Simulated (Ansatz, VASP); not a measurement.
## One calculation of PtSe2, two programs

```xyz
3
Lattice="3.7240 0.0000 0.0000 -1.8620 3.2251 0.0000 0.0000 0.0000 5.0620" Properties=species:S:1:pos:R:3 pbc="T T T"
Pt    0.0000    0.0000    0.0000
Se    1.8620    1.0750    3.7965
Se    0.0000    2.1501    1.2655
```

Alike in both runs: functional PBEsol; k mesh 6 × 6 × 4; occupations fermi-dirac, width 0.05 eV; non-collinear spin, spin-orbit coupling.

```csv
,VASP,Ansatz
version,VASP 6.6.1,Ansatz 0.2.0
potentials or method,"VASP PAW PBE potentials, release 64 (Pt, Se), cutoff 520 eV","all-electron LAPW, relativistic spinors"
task,single point,band structure
```

```tsv
	VASP	Ansatz	Ansatz less VASP
pressure (GPa)	2.4	2.2	-0.19
traceless stress, the component that is largest in VASP (GPa)	-0.90	-0.83	+0.066
rms of the force components (eV/Å)	0.176	0.158	-0.0184
net moment per atom (μB)	0.00	0.00	0.000
```

VASP's potentials were made for PBE, not for PBEsol. Atom by atom the forces differ by 0.018 eV/Å (rms over components). Ansatz ran all-electron here, and VASP with PAW potentials.

Noted on Ansatz's run: the k mesh is thin for a metal, which can move the energy by tens of meV per atom.
